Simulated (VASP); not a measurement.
Set up this calculation in VASP 6.6.1, as the native input.

```yaml
Task: single point
Functional: PBEsol
Potentials_or_basis: VASP PAW PBE potentials, release 64 (La)
Cutoff: 520 eV
k_mesh: 12 × 12 × 4
Occupations: gaussian, width 0.15 eV
Spin: no spin polarisation
Dipole_correction: no
Further_INCAR_settings: ALGO = Fast; EDIFF = 1e-06; NBANDS = 30
```

The structure of La lies in POSCAR:

```
La
1.0
    3.5880000000      0.0000000000      0.0000000000
   -1.7940000000      3.1072991488      0.0000000000
    0.0000000000      0.0000000000     12.8351000000
La
4
Direct
    0.0000000000      0.0000000000      0.0000000000
    0.0000000000      0.0000000000      0.5000000000
    0.3333333333      0.6666666667      0.2500000000
    0.6666666667      0.3333333333      0.7500000000
```

These files were run (other wordings do the same):

INCAR

```
SYSTEM = La
  PREC = Accurate
  ENCUT = 520
  EDIFF = 1E-6
  ISMEAR = 0
  SIGMA = 0.15
  LREAL = .False.
  LASPH = .True.
  NELM = 100
  ALGO = Fast
  ISIF = 2
  LWAVE = .False.
  LCHARG = .False.
  GGA = PS
  NBANDS = 30
```

KPOINTS

```
Automatic mesh
0
Gamma
  12 12 4
  0 0 0
```

Potentials or basis: VASP PAW PBE potentials, release 64 (La).

Launch:

```bash
$ cat potpaw_PBE.64/La/POTCAR > POTCAR
$ mpirun -np 1 vasp_std > vasp.out
```

Results of the run:

| Property | Result |
| --- | --- |
| Pressure | -0.9 GPa |
| Band gap on the k mesh | zero (bands 22 and 23 overlap by 1.09 eV) |

Caveat: the PAW data sets were made with another functional, which shifts forces and pressure a little; spin-orbit coupling is left out, which moves the levels of the heavy elements.

Run time: 25 min on 1 thread of Intel(R) Xeon(R) Platinum 8488C (Sapphire Rapids), on a shared host, peak memory 0.41 GiB.
